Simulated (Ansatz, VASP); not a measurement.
**Ti2Al6Si4Au: VASP beside Ansatz**

File INCAR:

```
SYSTEM = Ti2Al6Si4Au
PREC     = Accurate       ! precision mode
ENCUT    = 500            ! plane-wave cutoff, eV
EDIFF    = 1E-6           ! SCF threshold, eV
ISMEAR   = -1             ! smearing method
SIGMA    = 0.0758         ! smearing width, eV
LREAL    = .FALSE.        ! projectors in reciprocal space
LASPH    = .TRUE.         ! aspherical terms in the spheres
NELM     = 120            ! most SCF steps
ALGO     = Normal         ! electronic algorithm
ISIF     = 2              ! what is computed and relaxed
LWAVE    = .FALSE.        ! write WAVECAR
LCHARG   = .FALSE.        ! write CHGCAR
GGA      = PE             ! functional
NBANDS   = 46             ! bands
GGA_COMPAT= .FALSE.
```

Contents of KPOINTS:

```
regular mesh
0
G
  7 7 7
  0 0 0
```

The input POSCAR:

```
Ti2Al6Si4Au
1.0
    2.0090150000      3.4797150000      0.0000000000
   -2.0090150000      3.4797150000      0.0000000000
    0.0000000000     -2.3198100000     16.1520250000
Au Ti Si Al
1 2 4 6
Direct
    0.0000000000      0.0000000000      0.0000000000
    0.4341600000      0.4342600000      0.3025800000
    0.5658400000      0.5657400000      0.6974200000
    0.1352100000      0.1352100000      0.4056300000
    0.8647900000      0.8647900000      0.5943700000
    0.7339300000      0.7338300000      0.2016900000
    0.2660700000      0.2661700000      0.7983100000
    0.6828100000      0.6827100000      0.0483300000
    0.3171900000      0.3172900000      0.9516700000
    0.8146700000      0.8145700000      0.4439100000
    0.1853300000      0.1854300000      0.5560900000
    0.0515200000      0.0515200000      0.1545600000
    0.9484800000      0.9484800000      0.8454400000
```

Input for Ansatz:

```yaml
crystal:
  lattice:
    - [2.009015, 3.479715, 0.0]
    - [-2.009015, 3.479715, 0.0]
    - [0.0, -2.31981, 16.152025]
  atoms:
    - { symbol: Au, position: [0.0, 0.0, 0.0] }
    - { symbol: Ti, position: [0.43416, 0.43426, 0.30258] }
    - { symbol: Ti, position: [0.56584, 0.56574, 0.69742] }
    - { symbol: Si, position: [0.13521, 0.13521, 0.40563] }
    - { symbol: Si, position: [0.86479, 0.86479, 0.59437] }
    - { symbol: Al, position: [0.68281, 0.68271, 0.04833] }
    - { symbol: Al, position: [0.31719, 0.31729, 0.95167] }
    - { symbol: Al, position: [0.81467, 0.81457, 0.44391] }
    - { symbol: Al, position: [0.18533, 0.18543, 0.55609] }
    - { symbol: Si, position: [0.73393, 0.73383, 0.20169] }
    - { symbol: Si, position: [0.26607, 0.26617, 0.79831] }
    - { symbol: Al, position: [0.05152, 0.05152, 0.15456] }
    - { symbol: Al, position: [0.94848, 0.94848, 0.84544] }
  symmetry: { tolerance: 0.0003 }
kpoints:
  mp_grid: { grid: [7, 7, 7], shift: [0, 0, 0] }
  band_path:
    path:
      - [0.0, 0.0, 0.0]
      - [0.0, 0.0, 0.5]
      - [0.32989531, -0.32989546, 0.50000005]
      - [0.32989531, -0.34020931, 0.17010467]
      - [0.49999992, -8.0e-08, 5.0e-08]
      - [0.0, 0.0, 0.0]
      - [0.33505223, -0.33505239, 5.0e-08]
      - [0.32989531, -0.33505238, 0.33505236]
      - [-4.0e-08, -0.50000004, 0.50000003]
      - [0.0, 0.0, 0.0]
    npoints: 6
magnetization:
  spin_polarized: false
scf:
  occupations: { method: fermi_dirac, width: 0.0758 }
  lower_state_search: "off"
  max_iter: 200
hamiltonian:
  pseudopotentials: { kind: paw }
  xc: pbe
basis:
  ecutwfc: 420
  fft_grid_basis: typed
output:
  forces: true
  stress: true
  eigenvalues: true
  populations: true
  elf: true
  write_potential: true
  volumetric_format: npy
  dos:
    e_range: [-12, 8]
    de: 0.05
    projected: { site_lists: { Al: [Al], Au: [Au], Si: [Si], Ti: [Ti] } }
checkpoint:
  read: saved_state
```

Alike in both runs: task single point; functional PBE; k mesh 7 × 7 × 7; occupations fermi-dirac, width 0.0758 eV; no spin polarisation.

|  | VASP | Ansatz |
| --- | --- | --- |
| version | VASP 6.6.1 | Ansatz 0.2.0 |
| potentials or method | VASP PAW PBE potentials, release 64 (Au, Ti_sv, Si, Al), cutoff 500 eV | PAW plane waves |
| valence electrons in the cell | 69 | 77 |

VASP gave:

* pressure (GPa): 5.6
* rms of the force components (eV/Å): 0.659

Problem. Estimate Ansatz's values.

Solution. Pressure (GPa): 5.7; rms of the force components (eV/Å): 0.663.

VASP's potentials hold 69 valence electrons a cell and Ansatz's 77, so a difference there can come from the potentials and not from the codes. Ansatz's warnings: structure snapped to symmetry.

Spin-orbit coupling is off throughout.
